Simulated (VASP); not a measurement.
# Ti (C2/c) in VASP: a series of runs

Ti is run at these levels: LDA; tasks: single point.

All numbers are computed with VASP 6.6.1; they aren't measurements. Logs are shortened: lines on timing, memory, paths and dates and some standing lists are left out, and cuts for length are marked.

### 1 The cell of the first run

The typed cell holds 2 atoms: a = 2.975 Å, b = 2.975 Å, c = 5.572 Å, α = 105.46°, β = 105.46°, γ = 120.04°.

### 2 Single point, LDA (18.05 Å³/atom)

INCAR reads:

```
SYSTEM = Ti
  ALGO = Normal
  EDIFF = 1E-7
  ENCUT = 520
  GGA = CA
  ISIF = 2
  ISMEAR = -1
  LASPH = .TRUE.
  LCHARG = .FALSE.
  LREAL = .FALSE.
  LWAVE = .FALSE.
  NBANDS = 19
  NELM = 80
  PREC = Accurate
  SIGMA = 0.1
```

KPOINTS reads:

```
k-points
0
G
  16 16 8
  0 0 0
```

POSCAR reads:

```
Ti
1.0
   -2.0018263521      1.6423930768      1.4647773799
    1.6423930768     -2.0018263521      1.4647773799
    3.6428429980      3.6428429980     -2.1230800819
Ti
2
Direct
    0.9585079447      0.0414920553      1.0000000000
    0.7914920553      0.2085079447      0.5000000000
```

Potentials or basis: VASP PAW LDA potentials, release 64 (Ti_sv).

Started as:

```console
$ cat potpaw_LDA.64/Ti_sv/POTCAR > POTCAR
$ mpirun -np 1 vasp_std > vasp.out
```

OUTCAR:

```text
SYSTEM = Ti
   EDIFF = 1E-7
   ENCUT = 520
   GGA = CA
   ISIF = 2
   ISMEAR = -1
   LASPH = .TRUE.
   LREAL = .FALSE.
   NELM = 80
   PREC = Accurate

 ion  position               nearest neighbor table
   1  0.959  0.041  0.000-   2 2.92   2 2.92   2 2.92   2 2.92   2 2.92   2 2.92
   2  0.791  0.209  0.500-   1 2.92   1 2.92   1 2.92   1 2.92   1 2.92   1 2.92

  Warning from LATTYP: Got some problem with cell dimensions!
  Tried to take original basis but could not verify dimensions!
  LATTYP: Found a base centered monoclinic cell.
 ALAT       =     2.9733273700
 B/A-ratio  =     1.7333121783
 C/A-ratio  =     1.5850782797
 COS(beta)  =    -0.0001625835

  Lattice vectors:

 A1 = (   2.0018263521,  -1.6423930768,  -1.4647773799)
 A2 = (  -1.6423930768,   2.0018263521,  -1.4647773799)
 A3 = (   3.2834097227,   3.2834097227,   0.8064746779)

Analysis of symmetry for initial positions (statically):
=====================================================================
 Subroutine PRICEL returns:
 Original cell was already a primitive cell.

 Routine SETGRP: Setting up the symmetry group for a
 base centered monoclinic supercell.

 Subroutine GETGRP returns: Found  4 space group operations
 (whereof  2 operations were pure point group operations)
 out of a pool of  4 trial point group operations.

The static configuration has the point symmetry C_2 .
 The point group associated with its full space group is C_2h.

Analysis of symmetry for dynamics (positions and initial velocities):
=====================================================================
 Subroutine PRICEL returns:
 Original cell was already a primitive cell.

 Routine SETGRP: Setting up the symmetry group for a
 base centered monoclinic supercell.

 Subroutine GETGRP returns: Found  4 space group operations
 (whereof  2 operations were pure point group operations)
 out of a pool of  4 trial point group operations.

The dynamic configuration has the point symmetry C_2 .
 The point group associated with its full space group is C_2h.

 Subroutine INISYM returns: Found  4 space group operations
 (whereof  2 operations are pure point group operations),
 and found     1 'primitive' translations

----------------------------------------------------------------------------------------

                                     Primitive cell

  volume of cell :      36.1099

  direct lattice vectors                    reciprocal lattice vectors
    -2.001826352  1.642393077  1.464777380    -0.030072580  0.244334606  0.367637061
     1.642393077 -2.001826352  1.464777380     0.244334606 -0.030072580  0.367637061
     3.642842998  3.642842998 -2.123080082     0.147825874  0.147825874  0.036274139

  length of vectors
     2.974951518  2.974951518  5.572080334     0.442448605  0.442448605  0.212181034

  position of ions in fractional coordinates (direct lattice)
     0.958507945  0.041492055  1.000000000
     0.791492055  0.208507945  0.500000000

  ion indices of the primitive-cell ions
   primitive index   ion index
                 1           1
                 2           2

----------------------------------------------------------------------------------------

 KPOINTS: k-points

Automatic generation of k-mesh.
 Grid dimensions read from file:
 generate k-points for:   16   16    8

 Generating k-lattice:

  Cartesian coordinates                     Fractional coordinates (reciprocal lattice)
    -0.001879536  0.015270913  0.022977316     0.062500000  0.000000000 -0.000000000
     0.015270913 -0.001879536  0.022977316     0.000000000  0.062500000 -0.000000000
     0.018478234  0.018478234  0.004534267    -0.000000000 -0.000000000  0.125000000

  Length of vectors
     0.027653038  0.027653038  0.026522629

  Shift w.r.t. Gamma in fractional coordinates (k-lattice)
     0.000000000  0.000000000  0.000000000

 Subroutine IBZKPT returns following result:
 ===========================================

 Found    554 irreducible k-points:

 Following reciprocal coordinates:
            Coordinates               Weight
  0.000000  0.000000  0.000000      1.000000
  0.062500 -0.000000  0.000000      4.000000
  0.125000 -0.000000  0.000000      4.000000
  0.187500 -0.000000  0.000000      4.000000
  0.250000 -0.000000  0.000000      4.000000
  0.312500 -0.000000  0.000000      4.000000
[... 16 lines left out ...]
 -0.125000  0.062500 -0.000000      4.000000
 -0.062500  0.062500  0.000000      2.000000
 [... further k-points ...]
   k-points           NKPTS =    554   k-points in BZ     NKDIM =    554   number of bands    NBANDS=     19
   number of dos      NEDOS =    301   number of ions     NIONS =      2
   total plane-waves  NPLWV =  24192
   dimension x,y,z NGX =    24 NGY =   24 NGZ =   42
   dimension x,y,z NGXF=    48 NGYF=   48 NGZF=   84
   ions per type =               2
   NGX,Y,Z   is equivalent  to a cutoff of  13.41, 13.41, 12.53 a.u.
   NGXF,Y,Z  is equivalent  to a cutoff of  26.82, 26.82, 25.06 a.u.
 SYSTEM =  Ti
   PREC   = accura    normal or accurate (medium, high low for compatibility)
   ISTART =      0    job   : 0-new  1-cont  2-samecut
   ICHARG =      2    charge: 1-file 2-atom 10-const
   ISPIN  =      1    spin polarized calculation?
   LNONCOLLINEAR =      F non collinear calculations
   LSORBIT =      F    spin-orbit coupling
   LASPH  =      T    aspherical Exc in radial PAW
   ENCUT  =  520.0 eV  38.22 Ry    6.18 a.u.   5.53  5.53 10.36*2*pi/ulx,y,z
   NELM   =     80;   NELMIN=  2; NELMDL= -5     # of ELM steps
   EDIFF  = 0.1E-06   stopping-criterion for ELM
   LREAL  =      F    real-space projection
   EDIFFG = 0.1E-05   stopping-criterion for IOM
   NSW    =      0    number of steps for IOM
   IBRION =     -1    ionic relax: 0-MD 1-quasi-New 2-CG
   NFREE  =      0    steps in history (QN), initial steepest desc. (CG)
   ISIF   =      2    stress and relaxation
   ISYM   =      2    0-nonsym 1-usesym 2-fastsym
   POTIM  = 0.5000    time-step for ionic-motion
   TEBEG  =    0.0;   TEEND  =   0.0 temperature during run
   PSTRESS=    0.0 pullay stress
   NELECT =      24.0000    total number of electrons
   NUPDOWN=      -1.0000    fix difference up-down
   EMIN   =  10.00;   EMAX   =-10.00  energy-range for DOS
   EFERMI =   0.00;   METHOD = LEGACY
   ISMEAR =    -1;   SIGMA  =   0.10  broadening in eV -4-tet -1-fermi 0-gaus
   EFERMI_NEDOS =   21; number of points for ismear=-14 and -15
   IALGO  =     38    algorithm
   IMIX   =      4    mixing-type and parameters
     AMIX     =   0.40;   BMIX     =  1.00
     AMIX_MAG =   1.60;   BMIX_MAG =  1.00
  volume/ion in A,a.u.               =      18.05       121.84
  Fermi-wavevector in a.u.,A,eV,Ry     =   1.428686  2.699824 27.771432  2.041143
  Thomas-Fermi vector in A             =   2.548721
   LORBIT       =      0    0 simple, 1 ext, 2 COOP (PROOUT), +10 PAW based schemes
   GGA     = CA    functional components
   LHFCALC =     F    Hartree Fock is set to
   AEXX    =    0.0000 exact exchange contribution
   IVDW    =     0    specifies the selected vdW correction
   LEPSILON=     F    determine dielectric tensor
   LRPA    =     F    only Hartree local field effects (RPA)
 non-spin polarized calculation
  energy-cutoff  :      520.00
  volume of cell :       36.11
 maximum number of plane-waves:      1014
 NGX is ok and might be reduce to    24
   NGX = 11   NGY = 11   NGZ = 21

 number of electron      24.0000000 magnetization

 Free energy of the ion-electron system (eV)
  ---------------------------------------------------
  ext. energy  EPLUGINS =         0.00000000
  ---------------------------------------------------
  free energy    TOTEN  =       -16.98022236 eV

  energy without entropy =      -16.89634985  energy(sigma->0) =      -16.93828610

 E-fermi :   7.6603     XC(G=0): -11.5989

 val. band max:        7.6593097804   @ k =   0.4375   0.3750   0.5000
 cond. band min:       7.6617157890   @ k =  -0.1875   0.1875   0.2500
 fundamental gap:      0.0024060086
 Fermi energy:         7.6603311399

 k-point     1 :       0.0000    0.0000    0.0000
  band No.  band energies     occupation
      1     -48.5299      2.00000
      2     -48.4062      2.00000
      3     -25.4643      2.00000
      4     -24.8840      2.00000
      5     -24.8830      2.00000
      6     -24.8183      2.00000
[... 11 lines left out ...]
     18       9.2093      0.00000
     19      10.6678      0.00000

 k-point     2 :       0.0625   -0.0000    0.0000
  band No.  band energies     occupation
      1     -48.5252      2.00000
      2     -48.4060      2.00000
      3     -25.4507      2.00000
      4     -24.8984      2.00000
      5     -24.8882      2.00000
      6     -24.8306      2.00000
[... 11 lines left out ...]
     18       9.1932      0.00000
     19      10.7023      0.00000

 k-point     3 :       0.1250   -0.0000    0.0000
  band No.  band energies     occupation
      1     -48.5119      2.00000
      2     -48.4055      2.00000
      3     -25.4131      2.00000
      4     -24.9405      2.00000
      5     -24.9003      2.00000
      6     -24.8851      2.00000
[... 11 lines left out ...]
     18       9.2977      0.00000
     19      10.7663      0.00000

 k-point     4 :       0.1875   -0.0000    0.0000
  band No.  band energies     occupation
      1     -48.4921      2.00000
      2     -48.4045      2.00000
      3     -25.3620      2.00000
      4     -25.0021      2.00000
      5     -24.9705      2.00000
      6     -24.9165      2.00000
[... 11 lines left out ...]
     18       9.5585      0.00000
     19      10.8040      0.00000

 k-point     5 :       0.2500   -0.0000    0.0000
  band No.  band energies     occupation
      1     -48.4685      2.00000
      2     -48.4034      2.00000
      3     -25.3187      2.00000
      4     -25.0909      2.00000
      5     -25.0365      2.00000
      6     -24.9325      2.00000
[... 11 lines left out ...]
     18       9.8956      0.00000
     19      10.7868      0.00000

 k-point     6 :       0.3125   -0.0000    0.0000
  band No.  band energies     occupation
      1     -48.4449      2.00000
      2     -48.4023      2.00000
      3     -25.3135      2.00000
      4     -25.1925      2.00000
      5     -25.0488      2.00000
      6     -24.9448      2.00000
[... 11 lines left out ...]
     18      10.2776      0.00000
     19      10.7544      0.00000

 k-point     7 :       0.3750   -0.0000    0.0000
  band No.  band energies     occupation
      1     -48.4246      2.00000
      2     -48.4015      2.00000
      3     -25.3426      2.00000
      4     -25.2801      2.00000
      5     -25.0213      2.00000
      6     -24.9503      2.00000
[... 11 lines left out ...]
     18      10.6696      0.00000
     19      10.8099      0.00000

 k-point     8 :       0.4375   -0.0000    0.0000
  band No.  band energies     occupation
      1     -48.4105      2.00000
      2     -48.4014      2.00000
      3     -25.3695      2.00000
      4     -25.3418      2.00000
      5     -24.9882      2.00000
      6     -24.9488      2.00000
[... 256 lines left out ...]
 k-point    20 :      -0.3125    0.0625    0.0000
  band No.  band energies     occupation
      1     -48.4580      2.00000
      2     -48.3992      2.00000
      3     -25.3126      2.00000
      4     -25.1341      2.00000
      5     -25.0597      2.00000
      6     -24.9536      2.00000
[... 11 lines left out ...]
     18      10.1045      0.00000
     19      10.8169      0.00000

 k-point    21 :      -0.2500    0.0625    0.0000
  band No.  band energies     occupation
      1     -48.4815      2.00000
      2     -48.4004      2.00000
      3     -25.3439      2.00000
      4     -25.0429      2.00000
      5     -25.0138      2.00000
      6     -24.9328      2.00000
[... 11 lines left out ...]
     18       9.7566      0.00000
     19      10.8229      0.00000

 k-point    22 :      -0.1875    0.0625   -0.0000
  band No.  band energies     occupation
      1     -48.5027      2.00000
      2     -48.4018      2.00000
      3     -25.3937      2.00000
      4     -24.9762      2.00000
      5     -24.9394      2.00000
      6     -24.9012      2.00000
[... 11 lines left out ...]
     18       9.4108      0.00000
     19      10.8008      0.00000

 k-point    23 :      -0.1250    0.0625   -0.0000
  band No.  band energies     occupation
      1     -48.5185      2.00000
      2     -48.4034      2.00000
      3     -25.4358      2.00000
      4     -24.9275      2.00000
      5     -24.9017      2.00000
      6     -24.8485      2.00000
[... 11 lines left out ...]
     18       9.1608      0.00000
     19      10.7460      0.00000

 k-point    24 :      -0.0625    0.0625    0.0000
  band No.  band energies     occupation
      1     -48.5264      2.00000
      2     -48.4049      2.00000
      3     -25.4565      2.00000
      4     -24.9001      2.00000
      5     -24.8884      2.00000
      6     -24.8217      2.00000
[... 11 lines left out ...]
     18       9.1510      0.00000
     19      10.6983      0.00000

 [... further k-points ...]

------------------------ aborting loop because EDIFF is reached ----------------------------------------

  FORCE on cell =-STRESS in cart. coord.  units (eV):
  Direction    XX          YY          ZZ          XY          YZ          ZX
  --------------------------------------------------------------------------------------
  -------------------------------------------------------------------------------------
  Total       -2.6539255     -2.6539255     -2.6116621     -0.0380205     -0.0110622     -0.0110622
  in kB     -117.7534461   -117.7534461   -115.8782388     -1.6869509     -0.4908255     -0.4908264
  external PRESSURE =    -117.1283770 kB  Pullay stress =       0.0000000 kB

 VOLUME and BASIS-vectors are now :
 -----------------------------------------------------------------------------
  energy-cutoff  :      520.00
  volume of cell :       36.11
      direct lattice vectors                 reciprocal lattice vectors
    -2.001826352  1.642393077  1.464777380    -0.030072580  0.244334606  0.367637061
     1.642393077 -2.001826352  1.464777380     0.244334606 -0.030072580  0.367637061
     3.642842998  3.642842998 -2.123080082     0.147825874  0.147825874  0.036274139

 POSITION                                       TOTAL-FORCE (eV/Angst)
 -----------------------------------------------------------------------------------
     -1.85062      1.49119      1.46478         0.000475     -0.000475     -0.000000
      0.57944      2.70397      0.40324        -0.000475      0.000475      0.000000
 -----------------------------------------------------------------------------------
    total drift:                                0.000000     -0.000000      0.000000

  FREE ENERGIE OF THE ION-ELECTRON SYSTEM (eV)
  ---------------------------------------------------
  free  energy   TOTEN  =       -16.9802223562 eV

  energy  without entropy=      -16.8963498504  energy(sigma->0) =      -16.93828610
```

Run time: 11 min. Hardware: 1 thread of Oxide Virtual Turin-like, shared host; peak memory 0.36 GiB.

Results:

| Quantity | Value |
| --- | --- |
| Free energy | -16.9802 eV |
| Pressure | -11.7 GPa |
| Band gap on the k mesh | zero (bands 12 and 13 overlap by 1.04 eV) |

Caveat: the cell stands under tension.

### 3 Single point, LDA

This run uses another cell than the first one, of 16.12 Å³/atom.

INCAR reads:

```
ALGO = Normal
EDIFF = 1E-6
ENCUT = 520
GGA = CA
ISIF = 2
ISMEAR = -1
ISYM = 0
LASPH = True
LCHARG = True
LELF = True
LREAL = False
LVHAR = True
LWAVE = False
NBANDS = 19
NELM = 100
PREC = Accurate
SIGMA = 0.1
```

KPOINTS reads:

```
k-points
0
Gamma
  13 13 9
```

POSCAR reads:

```
Ti
1.0
   -1.9276154318      1.5815069257      1.4104757282
    1.5815069257     -1.9276154318      1.4104757282
    3.5077969532      3.5077969532     -2.0443740910
Ti
2
Direct
    0.9585079447      0.0414920553      1.0000000000
    0.7914920553      0.2085079447      0.5000000000
```

Potentials or basis: VASP PAW LDA potentials, release 64 (Ti_sv).

Started as:

```console
$ cat potpaw_LDA.64/Ti_sv/POTCAR > POTCAR
$ mpirun -np 1 vasp_std > vasp.out
```

OUTCAR:

```text
EDIFF = 1E-6
   ENCUT = 520
   GGA = CA
   ISIF = 2
   ISMEAR = -1
   ISYM = 0
   LASPH = True
   LREAL = False
   NELM = 100
   PREC = Accurate

 ion  position               nearest neighbor table
   1  0.959  0.041  0.000-   2 2.81   2 2.81   2 2.81   2 2.81   2 2.81   2 2.81
   2  0.791  0.209  0.500-   1 2.81   1 2.81   1 2.81   1 2.81   1 2.81   1 2.81

IMPORTANT INFORMATION: All symmetrisations will be switched off!
NOSYMM: (Re-)initialisation of all symmetry stuff for point group C_1.

----------------------------------------------------------------------------------------
[... 681 lines left out ...]
  Direction    XX          YY          ZZ          XY          YZ          ZX
  --------------------------------------------------------------------------------------
  -------------------------------------------------------------------------------------
  Total       -0.0301761     -0.0301530     -0.0258905      0.0038153     -0.0013532     -0.0013687
  in kB       -1.4995654     -1.4984193     -1.2865998      0.1895974     -0.0672461     -0.0680171
  external PRESSURE =      -1.4281948 kB  Pullay stress =       0.0000000 kB

 VOLUME and BASIS-vectors are now :
 -----------------------------------------------------------------------------
  energy-cutoff  :      520.00
  volume of cell :       32.24
      direct lattice vectors                 reciprocal lattice vectors
    -1.927615432  1.581506926  1.410475728    -0.031230339  0.253741200  0.381790654
     1.581506926 -1.927615432  1.410475728     0.253741200 -0.031230339  0.381790654
     3.507796953  3.507796953 -2.044374091     0.153516996  0.153516996  0.037670650

 POSITION                                       TOTAL-FORCE (eV/Angst)
 -----------------------------------------------------------------------------------
     -1.78201      1.43591      1.41048         0.000081     -0.000078     -0.000002
      0.55796      2.60373      0.38829        -0.000081      0.000078      0.000002
 -----------------------------------------------------------------------------------
    total drift:                                0.000005      0.000006      0.000007

  FREE ENERGIE OF THE ION-ELECTRON SYSTEM (eV)
  ---------------------------------------------------
  free  energy   TOTEN  =       -17.1349646829 eV

  energy  without entropy=      -17.0609488956  energy(sigma->0) =      -17.09795679
```

OSZICAR:

```text
N       E                     dE             d eps       ncg     rms          rms(c)
DAV:   1     0.247730334834E+03    0.24773E+03   -0.11999E+04 28918   0.155E+03
DAV:   2     0.721385800898E+01   -0.24052E+03   -0.23651E+03 29677   0.439E+02
DAV:   3    -0.182274803450E+02   -0.25441E+02   -0.25123E+02 53247   0.118E+02
DAV:   4    -0.190168587351E+02   -0.78938E+00   -0.78809E+00 33398   0.219E+01
DAV:   5    -0.190471014676E+02   -0.30243E-01   -0.30239E-01 41818   0.330E+00    0.125E+01
DAV:   6    -0.171385430461E+02    0.19086E+01   -0.66680E+00 33822   0.260E+01    0.328E+00
DAV:   7    -0.171160986799E+02    0.22444E-01   -0.67885E-01 43620   0.580E+00    0.206E+00
DAV:   8    -0.171430846007E+02   -0.26986E-01   -0.22374E-01 30966   0.567E+00    0.794E-01
DAV:   9    -0.171352895321E+02    0.77951E-02   -0.55156E-02 31627   0.278E+00    0.252E-01
DAV:  10    -0.171345997552E+02    0.68978E-03   -0.10257E-02 38272   0.121E+00    0.122E-01
DAV:  11    -0.171349746243E+02   -0.37487E-03   -0.81038E-04 31577   0.252E-01    0.394E-02
DAV:  12    -0.171349685985E+02    0.60258E-05   -0.18103E-04 40607   0.904E-02    0.194E-02
DAV:  13    -0.171349654810E+02    0.31176E-05   -0.56085E-06 31141   0.271E-02    0.606E-03
DAV:  14    -0.171349646829E+02    0.79808E-06   -0.24744E-06 25734   0.107E-02
   1 F= -.17134965E+02 E0= -.17097957E+02  d E =-.740158E-01
```

It took 14 min on 1 thread of Oxide Virtual Turin-like, shared host; peak memory 0.41 GiB.

What came out:

```yaml
Free_energy: -17.1350 eV
Pressure: -0.1 GPa
Band_gap_on_the_k_mesh: zero (bands 12 and 13 overlap by 1.12 eV)
```
